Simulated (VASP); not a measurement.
# InGaAs2 (P-4m2) in VASP: further runs, part 2 of 2

VASP 6.6.1. The steps go on from the part before.

## Step 3: Single point, r2SCAN

This run uses another cell than the first one, of 25.54 Å³/atom.

File POSCAR:

```
InGaAs2
1.0
    4.1532821668      0.0000000000      0.0000000000
    0.0000000000      4.1532821668      0.0000000000
    0.0000000000      0.0000000000      5.9223026268
In Ga As
1 1 2
Direct
    0.0000000000      0.0000000000      0.5000000000
    0.5000000000      0.5000000000      0.0000000000
    0.5000000000      0.0000000000      0.7698871171
    0.0000000000      0.5000000000      0.2301128829
```

File INCAR.step1:

```
SYSTEM = InGaAs2
PREC = Accurate
ENCUT = 520
ISMEAR = 0
SIGMA = 0.01
LREAL = .FALSE.
LASPH = .TRUE.
NELM = 80
NBANDS = 26
GGA = PE
ALGO = Normal
EDIFF = 1E-4
LWAVE = .TRUE.
LCHARG = .FALSE.
```

File INCAR.step2:

```
SYSTEM = InGaAs2
PREC = Accurate
ENCUT = 520
EDIFF = 1E-7
ISMEAR = 0
SIGMA = 0.01
LREAL = .FALSE.
LASPH = .TRUE.
NELM = 80
ALGO = Normal
ISIF = 2
LWAVE = .FALSE.
LCHARG = .TRUE.
METAGGA = R2SCAN
LMIXTAU = .TRUE.
LELF = .TRUE.
LVHAR = .TRUE.
NBANDS = 26
ISTART = 1
```

File KPOINTS:

```
regular mesh
0
G
  8 8 6
  0 0 0
```

Potentials or basis: VASP PAW PBE potentials, release 64 (In_d, Ga_d, As).

On the command line:

```
$ cat potpaw_PBE.64/In_d/POTCAR potpaw_PBE.64/Ga_d/POTCAR potpaw_PBE.64/As/POTCAR > POTCAR
$ cp INCAR.step1 INCAR
$ mpirun -np 1 vasp_std > vasp.out
$ cp INCAR.step2 INCAR
$ mpirun -np 1 vasp_std > vasp.out
```

It took 12 min on 1 thread of Intel Xeon 8259CL, shared host; peak memory 0.34 GiB.

It converged, with:

```yaml
Free_energy: -65.0211 eV
Pressure: 0.0 GPa
Band_gap_on_the_k_mesh: 0.28 eV
```

Forces on the atoms (eV/Å):
```
In   0.000  0.000  0.000
Ga   0.000  0.000  0.000
As   0.000  0.000 -0.002
As   0.000  0.000  0.002
```

Levels at points of the mesh, in eV from the valence-band top:
```
           k point  band 14  band 15  band 16  band 17  band 18  band 19  band 20  band 21  band 22  band 23
(0.00, 0.00, 0.00)    -2.60    -2.60    -0.17     0.00     0.00     0.28     1.84     2.17     4.13     4.13
(0.50, 0.00, 0.00)    -5.06    -3.28    -3.00    -1.50    -0.86     2.37     3.51     5.24     5.37     5.65
(0.50, 0.50, 0.00)    -5.90    -2.74    -2.56    -2.56    -2.38     1.76     1.76     1.93     2.26     9.96
(0.00, 0.00, 0.50)    -3.92    -1.95    -1.95    -1.24    -1.24     2.18     2.30     3.21     3.67     6.54
(0.50, 0.00, 0.50)    -6.09    -1.46    -1.15    -1.12    -0.77     0.92     1.47     4.59     4.95     5.05
(0.50, 0.50, 0.50)    -5.63    -3.33    -3.25    -3.13    -3.13     4.57     4.66     4.73     4.73     5.48
```

Caveat: semilocal functionals underestimate gaps, and a narrow one can read as zero; the PAW data sets were made with another functional, which shifts forces and pressure a little; spin-orbit coupling is left out, which moves the levels of the heavy elements.

## Step 4: Single point, r2SCAN

This run uses another cell than the first one, of 25.54 Å³/atom.

POSCAR is that of step 3.

File INCAR.step1:

```
PREC     = Accurate       # precision mode
ENCUT    = 520            # plane-wave cutoff, eV
ISMEAR   = 0              # smearing method
SIGMA    = 0.01           # smearing width, eV
LREAL    = False          # projectors in reciprocal space
LASPH    = True           # aspherical terms in the spheres
NELM     = 100            # most SCF steps
NBANDS   = 26             # bands
GGA      = PE             # functional
ALGO     = Normal         # electronic algorithm
EDIFF    = 1E-4           # SCF threshold, eV
LWAVE    = True           # write WAVECAR
LCHARG   = False          # write CHGCAR
```

File INCAR.step2:

```
PREC     = Accurate       # precision mode
ENCUT    = 520            # plane-wave cutoff, eV
EDIFF    = 1E-7           # SCF threshold, eV
ISMEAR   = 0              # smearing method
SIGMA    = 0.01           # smearing width, eV
LREAL    = False          # projectors in reciprocal space
LASPH    = True           # aspherical terms in the spheres
NELM     = 100            # most SCF steps
ALGO     = Normal         # electronic algorithm
ISIF     = 2              # what is computed and relaxed
LWAVE    = False          # write WAVECAR
LCHARG   = False          # write CHGCAR
METAGGA  = R2SCAN         # meta-GGA
LMIXTAU  = True         
NBANDS   = 26             # bands
ISTART   = 1
```

File KPOINTS:

```
regular mesh
0
Gamma
  8 8 6
```

On the command line:

```
$ cat potpaw_PBE.64/In_d/POTCAR potpaw_PBE.64/Ga_d/POTCAR potpaw_PBE.64/As/POTCAR > POTCAR
$ cp INCAR.step1 INCAR
$ mpirun -np 1 vasp_std > vasp.out
$ cp INCAR.step2 INCAR
$ mpirun -np 1 vasp_std > vasp.out
```

It took 12 min on 1 thread of Intel Xeon 8259CL, shared host; peak memory 0.34 GiB.

Results (log left out):

* Free energy: -65.0211 eV
* Pressure: 0.0 GPa
* Band gap on the k mesh: 0.28 eV

Forces on the atoms (eV/Å):
```
In   0.000  0.000  0.000
Ga   0.000  0.000  0.000
As   0.000  0.000 -0.002
As   0.000  0.000  0.002
```

Levels at points of the mesh, in eV from the valence-band top:
| k point | band 14 | band 15 | band 16 | band 17 | band 18 | band 19 | band 20 | band 21 | band 22 | band 23 |
| --- | --- | --- | --- | --- | --- | --- | --- | --- | --- | --- |
| (0.00, 0.00, 0.00) | -2.60 | -2.60 | -0.17 | 0.00 | 0.00 | 0.28 | 1.84 | 2.17 | 4.13 | 4.13 |
| (0.50, 0.00, 0.00) | -5.06 | -3.28 | -3.00 | -1.50 | -0.86 | 2.37 | 3.51 | 5.24 | 5.37 | 5.65 |
| (0.50, 0.50, 0.00) | -5.90 | -2.74 | -2.56 | -2.56 | -2.38 | 1.76 | 1.76 | 1.93 | 2.26 | 9.96 |
| (0.00, 0.00, 0.50) | -3.92 | -1.95 | -1.95 | -1.24 | -1.24 | 2.18 | 2.30 | 3.21 | 3.67 | 6.54 |
| (0.50, 0.00, 0.50) | -6.09 | -1.46 | -1.15 | -1.12 | -0.77 | 0.92 | 1.47 | 4.59 | 4.95 | 5.05 |
| (0.50, 0.50, 0.50) | -5.63 | -3.33 | -3.25 | -3.13 | -3.13 | 4.57 | 4.66 | 4.73 | 4.73 | 5.48 |

Caveat: semilocal functionals underestimate gaps, and a narrow one can read as zero; the PAW data sets were made with another functional, which shifts forces and pressure a little; spin-orbit coupling is left out, which moves the levels of the heavy elements.

## Step 5: Single point, r2SCAN

This run uses another cell than the first one, of 23.87 Å³/atom.

File POSCAR:

```
InGaAs2
1.0
    4.0582676496      0.0000000000      0.0000000000
    0.0000000000      4.0582676496      0.0000000000
    0.0000000000      0.0000000000      5.7981827883
In Ga As
1 1 2
Direct
    0.0000000000      0.0000000000      0.5000000000
    0.5000000000      0.5000000000      0.0000000000
    0.5000000000      0.0000000000      0.7708253177
    0.0000000000      0.5000000000      0.2291746823
```

File INCAR.step1:

```
SYSTEM = InGaAs2
ALGO = Normal
EDIFF = 1E-4
ENCUT = 520
GGA = PE
ISMEAR = 0
LASPH = .TRUE.
LCHARG = .FALSE.
LREAL = .FALSE.
LWAVE = .TRUE.
NBANDS = 26
NELM = 80
PREC = Accurate
SIGMA = 0.01
```

File INCAR.step2:

```
SYSTEM = InGaAs2
ALGO = Normal
EDIFF = 1E-6
ENCUT = 520
ISIF = 2
ISMEAR = 0
ISTART = 1
LASPH = .TRUE.
LCHARG = .FALSE.
LMIXTAU = .TRUE.
LREAL = .FALSE.
LWAVE = .FALSE.
METAGGA = R2SCAN
NBANDS = 26
NELM = 80
PREC = Accurate
SIGMA = 0.01
```

File KPOINTS:

```
k-points
0
G
  8 8 6
  0 0 0
```

On the command line:

```
$ cat potpaw_PBE.64/In_d/POTCAR potpaw_PBE.64/Ga_d/POTCAR potpaw_PBE.64/As/POTCAR > POTCAR
$ cp INCAR.step1 INCAR
$ mpirun -np 1 vasp_std > vasp.out
$ cp INCAR.step2 INCAR
$ mpirun -np 1 vasp_std > vasp.out
```

Run time: 12 min. Hardware: 1 thread of Intel Xeon 8259CL, shared host; peak memory 0.32 GiB.

The run converged. Its results:

```yaml
Free_energy: -64.9205 eV
Pressure: 5.1 GPa
Largest_force: 0.006 eV/Å
Band_gap_on_the_k_mesh: 0.70 eV
```

Forces on the atoms (eV/Å):
```
In   0.000  0.000  0.000
Ga   0.000  0.000  0.000
As   0.000  0.000 -0.006
As   0.000  0.000  0.006
```

Levels at points of the mesh, in eV from the valence-band top:
| k point | band 16 | band 17 | band 18 | band 19 | band 20 | band 21 |
| --- | --- | --- | --- | --- | --- | --- |
| (0.00, 0.00, 0.00) | -0.22 | 0.00 | 0.00 | 0.70 | 1.75 | 2.18 |
| (0.50, 0.00, 0.00) | -3.29 | -1.65 | -0.94 | 2.49 | 3.73 | 5.33 |
| (0.50, 0.50, 0.00) | -2.82 | -2.82 | -2.61 | 1.63 | 1.63 | 1.89 |
| (0.00, 0.00, 0.50) | -2.16 | -1.37 | -1.37 | 2.21 | 2.22 | 3.32 |
| (0.50, 0.00, 0.50) | -1.27 | -1.23 | -0.84 | 1.07 | 1.66 | 4.57 |
| (0.50, 0.50, 0.50) | -3.56 | -3.46 | -3.46 | 4.75 | 4.75 | 4.85 |

Caveat: the cell stands under pressure; semilocal functionals underestimate gaps, and a narrow one can read as zero; the PAW data sets were made with another functional, which shifts forces and pressure a little; spin-orbit coupling is left out, which moves the levels of the heavy elements.

## Step 6: Single point, r2SCAN

This run uses another cell than the first one, of 24.79 Å³/atom.

File POSCAR:

```
InGaAs2
1.0
    4.1112400670      0.0000000000      0.0000000000
    0.0000000000      4.1112400670      0.0000000000
    0.0000000000      0.0000000000      5.8675453595
In Ga As
1 1 2
Direct
    0.0000000000      0.0000000000      0.5000000000
    0.5000000000      0.5000000000      0.0000000000
    0.5000000000      0.0000000000      0.7703203767
    0.0000000000      0.5000000000      0.2296796233
```

File INCAR.step1:

```
  ALGO = Normal
  EDIFF = 1E-4
  ENCUT = 520
  GGA = PE
  ISMEAR = 0
  LASPH = T
  LCHARG = F
  LREAL = F
  LWAVE = T
  NBANDS = 26
  NELM = 100
  PREC = Accurate
  SIGMA = 0.01
```

File INCAR.step2:

```
  ALGO = Normal
  EDIFF = 1E-7
  ENCUT = 520
  ISIF = 2
  ISMEAR = 0
  ISTART = 1
  LASPH = T
  LCHARG = F
  LMIXTAU = T
  LREAL = F
  LWAVE = F
  METAGGA = R2SCAN
  NBANDS = 26
  NELM = 100
  PREC = Accurate
  SIGMA = 0.01
```

File KPOINTS:

```
k-points
0
Gamma
  8 8 6
```

Potentials or basis: VASP PAW PBE potentials, release 64 (In_d, Ga_d, As).

On the command line:

```
$ cat potpaw_PBE.64/In_d/POTCAR potpaw_PBE.64/Ga_d/POTCAR potpaw_PBE.64/As/POTCAR > POTCAR
$ cp INCAR.step1 INCAR
$ mpirun -np 1 vasp_std > vasp.out
$ cp INCAR.step2 INCAR
$ mpirun -np 1 vasp_std > vasp.out
```

Wall time 9.6 min (1 thread of Intel Xeon 8259CL, shared host); peak memory 0.34 GiB.

The run converged. Its results:

```yaml
Free_energy: -65.0018 eV
Pressure: 2.1 GPa
Largest_force: 0.005 eV/Å
Band_gap_on_the_k_mesh: 0.47 eV
```

Forces in eV/Å, atoms in the order of the input:
```
In   0.000  0.000  0.000
Ga   0.000  0.000  0.000
As   0.000  0.000 -0.005
As   0.000  0.000  0.005
```

Levels at points of the mesh, in eV from the valence-band top:
| k point | band 15 | band 16 | band 17 | band 18 | band 19 | band 20 | band 21 | band 22 |
| --- | --- | --- | --- | --- | --- | --- | --- | --- |
| (0.00, 0.00, 0.00) | -2.71 | -0.19 | 0.00 | 0.00 | 0.47 | 1.80 | 2.17 | 4.13 |
| (0.50, 0.00, 0.00) | -3.42 | -3.13 | -1.56 | -0.89 | 2.43 | 3.61 | 5.28 | 5.44 |
| (0.50, 0.50, 0.00) | -2.85 | -2.67 | -2.67 | -2.48 | 1.71 | 1.71 | 1.92 | 2.26 |
| (0.00, 0.00, 0.50) | -2.04 | -2.04 | -1.29 | -1.29 | 2.20 | 2.26 | 3.25 | 3.78 |
| (0.50, 0.00, 0.50) | -1.53 | -1.20 | -1.17 | -0.80 | 0.99 | 1.55 | 4.59 | 4.97 |
| (0.50, 0.50, 0.50) | -3.48 | -3.38 | -3.27 | -3.27 | 4.70 | 4.74 | 4.74 | 4.79 |

Caveat: semilocal functionals underestimate gaps, and a narrow one can read as zero; the PAW data sets were made with another functional, which shifts forces and pressure a little; spin-orbit coupling is left out, which moves the levels of the heavy elements.

## Step 7: Summary

```csv
cell,gap on the mesh (eV),pressure (GPa)
"a = 4.167, b = 4.167, c = 5.863 Å, 4 atoms, atomic positions A",0.33,0.3
"a = 4.153, b = 4.153, c = 5.922 Å, 4 atoms, atomic positions B",0.28,0.0
"a = 4.058, b = 4.058, c = 5.798 Å, 4 atoms, atomic positions C",0.70,5.1
"a = 4.111, b = 4.111, c = 5.868 Å, 4 atoms, atomic positions D",0.47,2.1
```

Alike in all rows: task single point; level r2SCAN; potentials or basis VASP PAW PBE potentials, release 64 (In_d, Ga_d, As); no spin polarisation; k mesh 8 × 8 × 6; cutoff (eV) 520; smearing gaussian 0.01 eV.

Caveats: semilocal functionals underestimate gaps, and a narrow one can read as zero; the PAW data sets were made with another functional, which shifts forces and pressure a little; spin-orbit coupling is left out, which moves the levels of the heavy elements; the cell stands under pressure (at least some runs).

Absolute energies hang on the potentials; compare differences alone.
